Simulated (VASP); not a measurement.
# InSb3: single point with PBEsol

The system is InSb3.

```
In Sb
1.0
     4.62039    0.00000    0.00000
     0.00000    4.62039    0.00000
     0.00000    0.00000    5.21642
In Sb
1 3
Direct
  0.00000 0.00000 0.00000
  0.50000 0.00000 0.50000
  0.00000 0.50000 0.50000
  0.50000 0.50000 0.00000
```

```yaml
Program: VASP 6.6.1
Task: single point
Functional: PBEsol
Potentials_or_basis: VASP PAW PBE potentials, release 64 (In_d, Sb)
Cutoff: 520 eV
k_mesh: 10 × 10 × 10
Occupations: gaussian, width 0.15 eV
Spin: no spin polarisation
```

| Item | Value |
| --- | --- |
| Pressure | -2.7 GPa |
| Band gap on the k mesh | zero (bands 14 and 15 overlap by 3.78 eV) |

Levels at points of the mesh, in eV from the Fermi level:
```csv
k point,band 10,band 11,band 12,band 13,band 14,band 15,band 16,band 17,band 18,band 19
"(0.00, 0.00, 0.00)",-3.90,-3.90,-3.38,0.13,0.13,0.58,1.77,2.33,2.33,4.27
"(0.50, 0.00, 0.00)",-3.18,-2.44,-2.29,-1.60,-1.03,-0.81,1.65,2.27,2.43,2.65
"(0.50, 0.50, 0.00)",-3.27,-2.33,-2.33,-1.53,-1.44,-1.30,-1.30,0.69,4.40,4.54
"(0.00, 0.00, 0.50)",-2.88,-2.88,-1.93,-1.93,-0.56,-0.52,0.94,1.74,2.90,2.90
"(0.50, 0.00, 0.50)",-1.95,-1.20,-1.15,-1.09,-0.92,-0.74,0.15,1.42,2.53,2.77
"(0.50, 0.50, 0.50)",-5.04,-4.81,-4.81,-4.70,2.48,2.82,2.82,4.53,4.59,5.32
```

It took 120 s on 1 thread of Intel(R) Xeon(R) 6975P-C (Granite Rapids), with other jobs on the host, peak memory 0.42 GiB.

Caveat: the PAW data sets were made with another functional, which shifts forces and pressure a little; spin-orbit coupling is left out, which moves the levels of the heavy elements.
